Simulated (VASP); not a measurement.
Crystal: Al.

```
Al
1.0
     0.00000    1.99763    1.99763
     1.99763    0.00000    1.99763
     1.99763    1.99763    0.00000
Al
1
Direct
  0.00000 0.00000 0.00000
```

Base run:

* Program: VASP 6.6.1
* Functional: PBE
* Potentials or basis: VASP PAW PBE potentials, release 64 (Al)
* Cutoff: 500 eV
* k mesh: 8 × 8 × 8
* Occupations: fermi-dirac, width 0.1 eV
* Spin: no spin polarisation

Its results: pressure 3.0 GPa.

Problem. The run is repeated on the same cell with these changes: k mesh from 8 × 8 × 8 to 4 × 4 × 4. What comes out?

Solution. Pressure 4.1 GPa.

Caveats: some runs use coarse meshes.
